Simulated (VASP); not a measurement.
# BaO (Fm-3m) in VASP: vibrations by perturbation theory with PBE

Aim: the vibrations by perturbation theory of BaO with PBE.

All numbers are computed with VASP 6.6.1; they aren't measurements. Logs are shortened: lines on timing, memory, paths and dates and some standing lists are left out, and cuts for length are marked.

**1. The cell of the first run**

It takes space group Fm-3m (No. 225, cubic). The conventional cell has a = 5.610 Å, b = 5.610 Å, c = 5.610 Å, α = 90.00°, β = 90.00°, γ = 90.00°. Ba (site symmetry m-3m) has 6 O at 2.81 Å within 3.7 Å. O (site symmetry m-3m) has 6 Ba at 2.81 Å within 3.7 Å.

**2. Vibrations by perturbation theory, PBE**

Input file INCAR:

```
ALGO = Normal ; EDIFF = 1E-8
ENCUT = 600 ; GGA = PE
GGA_COMPAT = F ; IBRION = 8
ISIF = 2 ; ISMEAR = 0
LASPH = T ; LCHARG = T
LREAL = F ; LWAVE = F
NBANDS = 15 ; NELM = 120
NSW = 1 ; PREC = Accurate
SIGMA = 0.01
```

Input file KPOINTS:

```
k-points
0
Gamma
  3 3 3
```

Input file POSCAR:

```
BaO
1.0
    0.0000000000      2.8050000000      2.8050000000
    2.8050000000      0.0000000000      2.8050000000
    2.8050000000      2.8050000000      0.0000000000
Ba O
1 1
Direct
    0.0000000000      0.0000000000      0.0000000000
    0.5000000000      0.5000000000      0.5000000000
```

Potentials or basis: VASP PAW PBE potentials, release 64 (Ba_sv, O).

On the command line:

```console
$ cat potpaw_PBE.64/Ba_sv/POTCAR potpaw_PBE.64/O/POTCAR > POTCAR
$ mpirun -np 1 vasp_std > vasp.out
```

OUTCAR:

```text
EDIFF = 1E-8
   ENCUT = 600
   GGA = PE
   IBRION = 8
   ISIF = 2
   ISMEAR = 0
   LASPH = T
   LREAL = F
   NELM = 120
   NSW = 1
   PREC = Accurate

 ion  position               nearest neighbor table
   1  0.000  0.000  0.000-   2 2.81   2 2.81   2 2.81   2 2.81   2 2.81   2 2.81
   2  0.500  0.500  0.500-   1 2.81   1 2.81   1 2.81   1 2.81   1 2.81   1 2.81

  LATTYP: Found a face centered cubic cell.
 ALAT       =     5.6100000000

  Lattice vectors:

 A1 = (   0.0000000000,   2.8050000000,   2.8050000000)
 A2 = (   2.8050000000,   0.0000000000,   2.8050000000)
 A3 = (   2.8050000000,   2.8050000000,   0.0000000000)

Analysis of symmetry for initial positions (statically):
=====================================================================
 Subroutine PRICEL returns:
 Original cell was already a primitive cell.

 Routine SETGRP: Setting up the symmetry group for a
 face centered cubic supercell.

 Subroutine GETGRP returns: Found 48 space group operations
 (whereof 48 operations were pure point group operations)
 out of a pool of 48 trial point group operations.

The static configuration has the point symmetry O_h .

Analysis of symmetry for dynamics (positions and initial velocities):
=====================================================================
 Subroutine PRICEL returns:
 Original cell was already a primitive cell.

 Routine SETGRP: Setting up the symmetry group for a
 face centered cubic supercell.

 Subroutine GETGRP returns: Found 48 space group operations
 (whereof 48 operations were pure point group operations)
 out of a pool of 48 trial point group operations.

The dynamic configuration has the point symmetry O_h .

 Subroutine INISYM returns: Found 48 space group operations
 (whereof 48 operations are pure point group operations),
 and found     1 'primitive' translations

----------------------------------------------------------------------------------------

                                     Primitive cell

  volume of cell :      44.1396

  direct lattice vectors                    reciprocal lattice vectors
     0.000000000  2.805000000  2.805000000    -0.178253119  0.178253119  0.178253119
     2.805000000  0.000000000  2.805000000     0.178253119 -0.178253119  0.178253119
     2.805000000  2.805000000  0.000000000     0.178253119  0.178253119 -0.178253119

  length of vectors
     3.966869042  3.966869042  3.966869042     0.308743459  0.308743459  0.308743459

  position of ions in fractional coordinates (direct lattice)
     0.000000000  0.000000000  0.000000000
     0.500000000  0.500000000  0.500000000

  ion indices of the primitive-cell ions
   primitive index   ion index
                 1           1
                 2           2

----------------------------------------------------------------------------------------

 KPOINTS: k-points

Automatic generation of k-mesh.
 Grid dimensions read from file:
 generate k-points for:    3    3    3

 Generating k-lattice:

  Cartesian coordinates                     Fractional coordinates (reciprocal lattice)
    -0.059417706  0.059417706  0.059417706     0.333333333  0.000000000  0.000000000
     0.059417706 -0.059417706  0.059417706     0.000000000  0.333333333  0.000000000
     0.059417706  0.059417706 -0.059417706     0.000000000  0.000000000  0.333333333

  Length of vectors
     0.102914486  0.102914486  0.102914486
[... 62 lines left out ...]
   LEPSILON=     F    determine dielectric tensor
   LRPA    =     F    only Hartree local field effects (RPA)
 non-spin polarized calculation
 Gauss-broadening in eV      SIGMA  =   0.01
  energy-cutoff  :      600.00
  volume of cell :       44.14
 maximum number of plane-waves:      1484
   NGX = 15   NGY = 15   NGZ = 15

--------------------------------------- Ionic step        1  -------------------------------------------

 number of electron      16.0000004 magnetization

 Free energy of the ion-electron system (eV)
  ---------------------------------------------------
  ext. energy  EPLUGINS =         0.00000000
  ---------------------------------------------------
  free energy    TOTEN  =       -11.79295061 eV

  energy without entropy =      -11.79295061  energy(sigma->0) =      -11.79295061

 E-fermi :   1.5149     XC(G=0):  -9.4392

 val. band max:        1.4502600906   @ k =   0.3333   0.3333   0.0000
 cond. band min:       4.1593072989   @ k =   0.3333   0.3333   0.0000
 fundamental gap:      2.7090472082
 Fermi energy:         1.5148708829

 k-point     1 :       0.0000    0.0000    0.0000
  band No.  band energies     occupation
      1     -24.3070      2.00000
      2     -13.2512      2.00000
      3      -8.8894      2.00000
      4      -8.8894      2.00000
      5      -8.8894      2.00000
      6       1.4037      2.00000
      7       1.4037      2.00000
      8       1.4037      2.00000
      9       5.0121      0.00000
     10       6.3161      0.00000
     11       6.3161      0.00000
     12       6.3161      0.00000
     13       8.4876      0.00000
     14       8.4876      0.00000
[... 43 lines left out ...]
      4      -9.2235      2.00000
      5      -9.1780      2.00000
      6       0.4912      2.00000
      7       0.7490      2.00000
      8       1.4412      2.00000
      9       5.9385      0.00000
     10       7.3726      0.00000
     11       8.7721      0.00000
     12       9.4469      0.00000
     13      11.0957      0.00000
     14      12.7699      0.00000
     15      15.3624      0.00000

------------------------ aborting loop because EDIFF is reached ----------------------------------------

  FORCE on cell =-STRESS in cart. coord.  units (eV):
  Direction    XX          YY          ZZ          XY          YZ          ZX
  --------------------------------------------------------------------------------------
  -------------------------------------------------------------------------------------
  Total        0.0445454      0.0445454      0.0445454     -0.0000000      0.0000000      0.0000000
  in kB        1.6169068      1.6169068      1.6169068     -0.0000000      0.0000000      0.0000000
  external PRESSURE =       1.6169068 kB  Pullay stress =       0.0000000 kB

 VOLUME and BASIS-vectors are now :
 -----------------------------------------------------------------------------
  energy-cutoff  :      600.00
  volume of cell :       44.14
      direct lattice vectors                 reciprocal lattice vectors
     0.000000000  2.805000000  2.805000000    -0.178253119  0.178253119  0.178253119
     2.805000000  0.000000000  2.805000000     0.178253119 -0.178253119  0.178253119
     2.805000000  2.805000000  0.000000000     0.178253119  0.178253119 -0.178253119

 POSITION                                       TOTAL-FORCE (eV/Angst)
 -----------------------------------------------------------------------------------
      0.00000      0.00000      0.00000        -0.000000     -0.000000      0.000000
      2.80500      2.80500      2.80500         0.000000      0.000000     -0.000000
 -----------------------------------------------------------------------------------
    total drift:                                0.000000     -0.000000      0.000000

  FREE ENERGIE OF THE ION-ELECTRON SYSTEM (eV)
  ---------------------------------------------------
  free  energy   TOTEN  =       -11.7929506095 eV

  energy  without entropy=      -11.7929506095  energy(sigma->0) =      -11.79295061

[... ionic steps 2 to 3 ...]

--------------------------------------- Ionic step        4  -------------------------------------------

------------------------ aborting loop because EDIFF is reached ----------------------------------------

[... ionic steps 5 to 6 ...]

--------------------------------------- Ionic step        7  -------------------------------------------

 Free energy of the ion-electron system (eV)
  ---------------------------------------------------
  ---------------------------------------------------
  free energy    TOTEN  =        -0.36803818 eV

  energy without entropy =       -0.36803818

------------------------ aborting loop because EDIFF is reached ----------------------------------------

 INTERNAL STRAIN TENSOR  FOR ION    2  DIRECTION 1   (eV/Angst):
 -----------------------------------------------------------------------------
    -0.02718  0.00000 -0.00000
    -0.00000  0.00395  0.00000
     0.00000  0.00000  0.00395

 INTERNAL STRAIN TENSOR FOR ION    2 for displacements in x,y,z  (eV/Angst):
          X           Y           Z          XY          YZ          ZX
  --------------------------------------------------------------------------------
  x     0.00000     0.00000     0.00000     0.00000     0.00000     0.00000
  y     0.00000     0.00000     0.00000     0.00000     0.00000     0.00000
  z     0.00000     0.00000     0.00000     0.00000     0.00000     0.00000

 SECOND DERIVATIVES (NOT SYMMETRIZED)
 ------------------------------------
               1X          1Y          1Z          2X          2Y          2Z
  1X     0.018729    0.000000    0.000000   -0.018729    0.000000    0.000000
  1Y     0.000000    0.018729    0.000000    0.000000   -0.018729    0.000000
  1Z     0.000000    0.000000    0.018729    0.000000    0.000000   -0.018729
  2X     0.000463    0.000000    0.000000   -0.000463    0.000000    0.000000
  2Y     0.000000    0.000463    0.000000    0.000000   -0.000463    0.000000
  2Z     0.000000    0.000000    0.000463    0.000000    0.000000   -0.000463

 Eigenvectors and eigenvalues of the dynamical matrix
 ----------------------------------------------------

   1 f  =    0.196459 THz     1.234386 2PiTHz    6.553153 cm-1     0.812487 meV
             X         Y         Z           dx          dy          dz
      0.000000  0.000000  0.000000    -0.083154   -0.545734    0.000000
      2.805000  2.805000  2.805000    -0.125600   -0.824308    0.000000
[... 21 lines left out ...]
   6 f/i=    0.254676 THz     1.600178 2PiTHz    8.495084 cm-1     1.053256 meV
             X         Y         Z           dx          dy          dz
      0.000000  0.000000  0.000000     0.000000    0.000000   -0.833822
      2.805000  2.805000  2.805000     0.000000    0.000000    0.552033

--------------------------------------------------------------------------------------------------------

 ELASTIC MODULI CONTR FROM IONIC RELAXATION (kBar)
 Direction    XX          YY          ZZ          XY          YZ          ZX
 --------------------------------------------------------------------------------
 XX           0.0000      0.0000      0.0000      0.0000      0.0000      0.0000
 YY           0.0000      0.0000      0.0000      0.0000      0.0000      0.0000
 ZZ           0.0000      0.0000      0.0000      0.0000      0.0000      0.0000
 XY           0.0000      0.0000      0.0000      0.0000      0.0000      0.0000
 YZ           0.0000      0.0000      0.0000      0.0000      0.0000      0.0000
 ZX           0.0000      0.0000      0.0000      0.0000      0.0000      0.0000
 --------------------------------------------------------------------------------
```

It took 23 s on 1 thread of Intel Xeon 6975P-C (Granite Rapids), shared host; peak memory 0.2 GiB.

Results:

```yaml
Highest_phonon_frequency_at_Γ_LO-TO_splitting_left_out: 7 cm⁻¹
```

Phonon frequencies in cm⁻¹ (negative: imaginary):
| q point | frequencies |
| --- | --- |
| (0.000, 0.000, 0.000) | -8 -8 -8 7 7 7 |

Caveat: the k points lie up to 0.65 Å⁻¹ apart; spin-orbit coupling is left out, which moves the levels of the heavy elements.
